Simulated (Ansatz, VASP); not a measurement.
# Two plane-wave programs on ScAl2

```
Sc Al
1.0
     0.00000    3.76340    3.76340
     3.76340    0.00000    3.76340
     3.76340    3.76340    0.00000
Sc Al
2 4
Direct
  0.50000 0.50000 0.50000
  0.75000 0.75000 0.75000
  0.12500 0.12500 0.12500
  0.62500 0.12500 0.12500
  0.12500 0.62500 0.12500
  0.12500 0.12500 0.62500
```

Alike in both runs: functional PBEsol; k mesh 8 × 8 × 8; occupations gaussian, width 0.1 eV; no spin polarisation.

Ansatz relaxed the structure, and its values are those at the end. VASP's run is a single point on that final structure, the one shown.

```csv
,VASP,Ansatz
version,VASP 6.6.1,Ansatz 0.2.0
potentials or method,"VASP PAW PBE potentials, release 64 (Sc_sv, Al), cutoff 520 eV","scalar-relativistic, plane waves, PAW"
valence electrons in the cell,34,34
```

```csv
,VASP,Ansatz,Ansatz less VASP
gap on the k mesh at the Fermi level (eV),none,none,-
pressure (GPa),-0.1,0.0,+0.05
```

VASP's potentials were made for PBE, not for PBEsol. A gap of «none» marks a metal or a gap that the smearing closes. With one functional, cell and mesh, what is left measures potentials, basis and numerics.
